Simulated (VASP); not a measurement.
# Mo (I4/mmm) in VASP: a series of runs

Mo is run at these levels: PBEsol; tasks: single point.

Program: VASP 6.6.1. These are calculated values, not measurements. Logs are shortened: lines on timing, memory, paths and dates and some standing lists are left out, and cuts for length are marked.

## Step 1: The cell of the first run

Symmetry: I4/mmm, No. 139, tetragonal system. Conventional cell: a = 3.185 Å, b = 3.185 Å, c = 3.058 Å, α = 90.00°, β = 90.00°, γ = 90.00°. Mo (site symmetry 4/mmm) has 14 Mo at 2.72 to 3.19 Å within 3.6 Å.

## Step 2: Single point, PBEsol

Input file INCAR:

```
PREC = Accurate ; ENCUT = 520
EDIFF = 1E-6 ; ISMEAR = 0
SIGMA = 0.15 ; LREAL = F
LASPH = T ; NELM = 60
ALGO = Fast ; ISIF = 2
LWAVE = F ; LCHARG = T
GGA = PS ; LELF = T
LVHAR = T ; NBANDS = 13
```

Input file KPOINTS:

```
regular mesh
0
Gamma
  24 24 24
```

Input file POSCAR:

```
Mo
1.0
   -1.5925232225      1.5925232225      1.5288222936
    1.5925232225     -1.5925232225      1.5288222936
    1.5925232225      1.5925232225     -1.5288222936
Mo
1
Direct
    0.0000000000      0.0000000000      0.0000000000
```

Potentials or basis: VASP PAW PBE potentials, release 64 (Mo_sv).

The run is started by

```bash
> cat potpaw_PBE.64/Mo_sv/POTCAR > POTCAR
> mpirun -np 1 vasp_std > vasp.out
```

OUTCAR:

```text
PREC = Accurate
   ENCUT = 520
   EDIFF = 1E-6
   ISMEAR = 0
   LREAL = F
   LASPH = T
   NELM = 60
   ISIF = 2
   GGA = PS

 ion  position               nearest neighbor table
   1  0.000  0.000  0.000-

  LATTYP: Found a body centered tetragonal cell.
 ALAT       =     3.1850464450
 C/A-ratio  =     0.9600000000

  Lattice vectors:

 A1 = (  -1.5925232225,   1.5925232225,   1.5288222936)
 A2 = (   1.5925232225,  -1.5925232225,   1.5288222936)
 A3 = (   1.5925232225,   1.5925232225,  -1.5288222936)

Analysis of symmetry for initial positions (statically):
=====================================================================
 Subroutine PRICEL returns:
 Original cell was already a primitive cell.

 Routine SETGRP: Setting up the symmetry group for a
 body centered tetragonal supercell.

 Subroutine GETGRP returns: Found 16 space group operations
 (whereof 16 operations were pure point group operations)
 out of a pool of 16 trial point group operations.

The static configuration has the point symmetry D_4h.

Analysis of symmetry for dynamics (positions and initial velocities):
=====================================================================
 Subroutine PRICEL returns:
 Original cell was already a primitive cell.

 Routine SETGRP: Setting up the symmetry group for a
 body centered tetragonal supercell.

 Subroutine GETGRP returns: Found 16 space group operations
 (whereof 16 operations were pure point group operations)
 out of a pool of 16 trial point group operations.

The dynamic configuration has the point symmetry D_4h.

 Subroutine INISYM returns: Found 16 space group operations
 (whereof 16 operations are pure point group operations),
 and found     1 'primitive' translations

----------------------------------------------------------------------------------------

                                     Primitive cell

  volume of cell :      15.5092

  direct lattice vectors                    reciprocal lattice vectors
    -1.592523222  1.592523222  1.528822294     0.000000000  0.313967164  0.327049129
     1.592523222 -1.592523222  1.528822294     0.313967164  0.000000000  0.327049129
     1.592523222  1.592523222 -1.528822294     0.313967164  0.313967164  0.000000000

  length of vectors
     2.722050336  2.722050336  2.722050336     0.453361349  0.453361349  0.444016622

  position of ions in fractional coordinates (direct lattice)
     0.000000000  0.000000000  0.000000000

  ion indices of the primitive-cell ions
   primitive index   ion index
                 1           1

----------------------------------------------------------------------------------------

 KPOINTS: regular mesh

Automatic generation of k-mesh.
 Grid dimensions read from file:
 generate k-points for:   24   24   24

 Generating k-lattice:

  Cartesian coordinates                     Fractional coordinates (reciprocal lattice)
     0.000000000  0.013081965  0.013627047     0.041666667 -0.000000000  0.000000000
     0.013081965  0.000000000  0.013627047    -0.000000000  0.041666667  0.000000000
     0.013081965  0.013081965  0.000000000     0.000000000  0.000000000  0.041666667

  Length of vectors
     0.018890056  0.018890056  0.018500693

  Shift w.r.t. Gamma in fractional coordinates (k-lattice)
     0.000000000  0.000000000  0.000000000

 Subroutine IBZKPT returns following result:
 ===========================================

 Found   1063 irreducible k-points:

 Following reciprocal coordinates:
            Coordinates               Weight
  0.000000  0.000000  0.000000      1.000000
  0.041667 -0.000000  0.000000      8.000000
  0.083333  0.000000  0.000000      8.000000
  0.125000 -0.000000  0.000000      8.000000
  0.166667 -0.000000  0.000000      8.000000
  0.208333 -0.000000  0.000000      8.000000
[... 16 lines left out ...]
  0.416667  0.041667 -0.000000     16.000000
  0.458333  0.041667  0.000000     16.000000
 [... further k-points ...]
   k-points           NKPTS =   1063   k-points in BZ     NKDIM =   1063   number of bands    NBANDS=     13
   number of dos      NEDOS =    301   number of ions     NIONS =      1
   total plane-waves  NPLWV =   8000
   dimension x,y,z NGX =    20 NGY =   20 NGZ =   20
   dimension x,y,z NGXF=    40 NGYF=   40 NGZF=   40
   ions per type =               1
   NGX,Y,Z   is equivalent  to a cutoff of  12.21, 12.21, 12.21 a.u.
   NGXF,Y,Z  is equivalent  to a cutoff of  24.43, 24.43, 24.43 a.u.
 SYSTEM =  unknown system
   PREC   = accura    normal or accurate (medium, high low for compatibility)
   ISTART =      0    job   : 0-new  1-cont  2-samecut
   ICHARG =      2    charge: 1-file 2-atom 10-const
   ISPIN  =      1    spin polarized calculation?
   LNONCOLLINEAR =      F non collinear calculations
   LSORBIT =      F    spin-orbit coupling
   LASPH  =      T    aspherical Exc in radial PAW
   ENCUT  =  520.0 eV  38.22 Ry    6.18 a.u.   5.06  5.06  5.06*2*pi/ulx,y,z
   NELM   =     60;   NELMIN=  2; NELMDL= -5     # of ELM steps
   EDIFF  = 0.1E-05   stopping-criterion for ELM
   LREAL  =      F    real-space projection
   EDIFFG = 0.1E-04   stopping-criterion for IOM
   NSW    =      0    number of steps for IOM
   IBRION =     -1    ionic relax: 0-MD 1-quasi-New 2-CG
   NFREE  =      0    steps in history (QN), initial steepest desc. (CG)
   ISIF   =      2    stress and relaxation
   ISYM   =      2    0-nonsym 1-usesym 2-fastsym
   POTIM  = 0.5000    time-step for ionic-motion
   TEBEG  =    0.0;   TEEND  =   0.0 temperature during run
   PSTRESS=    0.0 pullay stress
   NELECT =      14.0000    total number of electrons
   NUPDOWN=      -1.0000    fix difference up-down
   EMIN   =  10.00;   EMAX   =-10.00  energy-range for DOS
   EFERMI =   0.00;   METHOD = LEGACY
   ISMEAR =     0;   SIGMA  =   0.15  broadening in eV -4-tet -1-fermi 0-gaus
   EFERMI_NEDOS =   21; number of points for ismear=-14 and -15
   IALGO  =     68    algorithm
   IMIX   =      4    mixing-type and parameters
     AMIX     =   0.40;   BMIX     =  1.00
     AMIX_MAG =   1.60;   BMIX_MAG =  1.00
  volume/ion in A,a.u.               =      15.51       104.66
  Fermi-wavevector in a.u.,A,eV,Ry     =   1.582176  2.989878 34.059184  2.503279
  Thomas-Fermi vector in A             =   2.682139
   LORBIT       =      0    0 simple, 1 ext, 2 COOP (PROOUT), +10 PAW based schemes
   GGA     = PS    functional components
   LHFCALC =     F    Hartree Fock is set to
   AEXX    =    0.0000 exact exchange contribution
   IVDW    =     0    specifies the selected vdW correction
   LEPSILON=     F    determine dielectric tensor
   LRPA    =     F    only Hartree local field effects (RPA)
 non-spin polarized calculation
 RMM-DIIS sequential band-by-band and
 Gauss-broadening in eV      SIGMA  =   0.15
  energy-cutoff  :      520.00
  volume of cell :       15.51
 maximum number of plane-waves:       430
   NGX = 11   NGY = 11   NGZ = 11

 number of electron      14.0000000 magnetization

 Free energy of the ion-electron system (eV)
  ---------------------------------------------------
  ext. energy  EPLUGINS =         0.00000000
  ---------------------------------------------------
  free energy    TOTEN  =       -11.76353716 eV

  energy without entropy =      -11.75637081  energy(sigma->0) =      -11.75995399

 E-fermi :  12.6131     XC(G=0): -13.5729

 val. band max:       12.6125188322   @ k =  -0.1250   0.2500   0.1250
 cond. band min:      12.6134648779   @ k =   0.5000   0.5000   0.2083
 fundamental gap:      0.0009460457
 Fermi energy:        12.6130525120

 k-point     1 :       0.0000    0.0000    0.0000
  band No.  band energies     occupation
      1     -48.6020      2.00000
      2     -21.8772      2.00000
      3     -21.8772      2.00000
      4     -21.8575      2.00000
      5       5.2810      2.00000
      6      10.9008      2.00000
      7      11.3879      2.00000
      8      11.3879      2.00000
      9      13.9203      0.00000
     10      14.5498      0.00000
     11      27.1652      0.00000
     12      27.1652      0.00000
     13      27.9708      0.00000

 k-point     2 :       0.0417   -0.0000    0.0000
  band No.  band energies     occupation
      1     -48.5974      2.00000
      2     -21.8967      2.00000
      3     -21.8855      2.00000
      4     -21.8649      2.00000
      5       5.3607      2.00000
      6      10.9118      2.00000
      7      11.3771      2.00000
      8      11.4032      2.00000
      9      13.9111      0.00000
     10      14.4949      0.00000
     11      27.2862      0.00000
     12      27.3013      0.00000
     13      28.0673      0.00000

 k-point     3 :       0.0833    0.0000    0.0000
  band No.  band energies     occupation
      1     -48.5837      2.00000
      2     -21.9714      2.00000
      3     -21.9100      2.00000
      4     -21.8691      2.00000
      5       5.5935      2.00000
      6      10.8734      2.00000
      7      11.3373      2.00000
      8      11.5254      2.00000
      9      13.8789      0.00000
     10      14.3708      0.00000
     11      27.5854      0.00000
     12      27.7025      0.00000
     13      28.3547      0.00000
[... 305 lines left out ...]
 k-point    23 :       0.4167    0.0417   -0.0000
  band No.  band energies     occupation
      1     -48.3314      2.00000
      2     -23.2548      2.00000
      3     -22.3381      2.00000
      4     -21.9117      2.00000
      5       7.2948      2.00000
      6       9.0659      2.00000
      7      13.4568      0.00000
      8      14.4792      0.00000
      9      15.2400      0.00000
     10      17.1728      0.00000
     11      24.8251      0.00000
     12      24.9502      0.00000
     13      30.1575      0.00000

 k-point    24 :       0.4583    0.0417    0.0000
  band No.  band energies     occupation
      1     -48.3220      2.00000
      2     -23.2986      2.00000
      3     -22.3542      2.00000
      4     -21.9122      2.00000
      5       7.2328      2.00000
      6       9.0096      2.00000
      7      13.8516      0.00000
      8      14.4655      0.00000
      9      15.3497      0.00000
     10      17.5368      0.00000
     11      24.4823      0.00000
     12      24.6234      0.00000
     13      29.6366      0.00000

 [... further k-points ...]
[... 5 lines left out ...]
  --------------------------------------------------------------------------------------
  -------------------------------------------------------------------------------------
  Total       -0.6484861     -0.6484861      0.5950403      0.0000000      0.0000000      0.0000000
  in kB      -66.9919591    -66.9919591     61.4707339      0.0000000      0.0000000      0.0000000
  external PRESSURE =     -24.1710614 kB  Pullay stress =       0.0000000 kB

 VOLUME and BASIS-vectors are now :
 -----------------------------------------------------------------------------
  energy-cutoff  :      520.00
  volume of cell :       15.51
      direct lattice vectors                 reciprocal lattice vectors
    -1.592523222  1.592523222  1.528822294     0.000000000  0.313967164  0.327049129
     1.592523222 -1.592523222  1.528822294     0.313967164  0.000000000  0.327049129
     1.592523222  1.592523222 -1.528822294     0.313967164  0.313967164  0.000000000

 POSITION                                       TOTAL-FORCE (eV/Angst)
 -----------------------------------------------------------------------------------
      0.00000      0.00000      0.00000         0.000000     -0.000000     -0.000000
 -----------------------------------------------------------------------------------
    total drift:                                0.000000     -0.000000      0.000000

  FREE ENERGIE OF THE ION-ELECTRON SYSTEM (eV)
  ---------------------------------------------------
  free  energy   TOTEN  =       -11.7635371648 eV

  energy  without entropy=      -11.7563708141  energy(sigma->0) =      -11.75995399
```

Wall time 2.4 min (1 thread of Intel Xeon Platinum 8259CL at 2.50GHz (Skylake/Cascade Lake), shared host); peak memory 0.29 GiB.

What came out:

```yaml
Free_energy: -11.7635 eV
Pressure: -2.4 GPa
Band_gap_on_the_k_mesh: zero (bands 7 and 8 overlap by 5.32 eV)
```

Caveat: the PAW data sets were made with another functional, which shifts forces and pressure a little.

## Step 3: Single point, PBEsol

Input file INCAR:

```
SYSTEM = Mo
ALGO = Fast ; EDIFF = 1E-7
ENCUT = 520 ; GGA = PS
ISIF = 2 ; ISMEAR = 0
LASPH = .True. ; LCHARG = .True.
LELF = .True. ; LREAL = .False.
LVHAR = .True. ; LWAVE = .False.
NBANDS = 13 ; NELM = 80
PREC = Accurate ; SIGMA = 0.15
```

Input file KPOINTS:

```
k-points
0
Gamma
  24 24 24
  0 0 0
```

Input file POSCAR:

```
Mo
1.0
   -1.5456568586      1.5456568586      1.6229397016
    1.5456568586     -1.5456568586      1.6229397016
    1.5456568586      1.5456568586     -1.6229397016
Mo
1
Direct
    0.0000000000      0.0000000000      0.0000000000
```

Potentials or basis: VASP PAW PBE potentials, release 64 (Mo_sv).

The run is started by

```bash
> cat potpaw_PBE.64/Mo_sv/POTCAR > POTCAR
> mpirun -np 1 vasp_std > vasp.out
```

Wall time 2.7 min (1 thread of Intel Xeon Platinum 8259CL at 2.50GHz (Skylake/Cascade Lake), shared host); peak memory 0.3 GiB.

Results (log left out):

```
Free energy            : -11.7571 eV
Pressure               : -2.4 GPa
Band gap on the k mesh : zero (bands 7 and 8 overlap by 5.06 eV)
```

Stress tensor (GPa, compression positive):
```
  2.51   0.00   0.00
  0.00   2.51   0.00
  0.00   0.00 -12.10
```

Levels at points of the mesh, in eV from the Fermi level:
| k point | band 4 | band 5 | band 6 | band 7 | band 8 | band 9 | band 10 | band 11 |
| --- | --- | --- | --- | --- | --- | --- | --- | --- |
| (0.00, 0.00, 0.00) | -34.47 | -7.33 | -1.56 | -1.56 | -1.01 | 1.27 | 1.97 | 14.22 |
| (0.50, 0.00, 0.00) | -34.48 | -5.39 | -3.25 | 1.29 | 1.50 | 2.37 | 4.75 | 11.59 |
| (0.50, 0.50, 0.00) | -34.53 | -5.46 | -3.84 | 1.89 | 2.16 | 2.57 | 4.89 | 11.84 |
| (0.50, 0.50, 0.50) | -35.42 | -5.61 | -5.48 | 3.93 | 4.11 | 4.11 | 8.23 | 9.49 |

Caveat: the PAW data sets were made with another functional, which shifts forces and pressure a little.
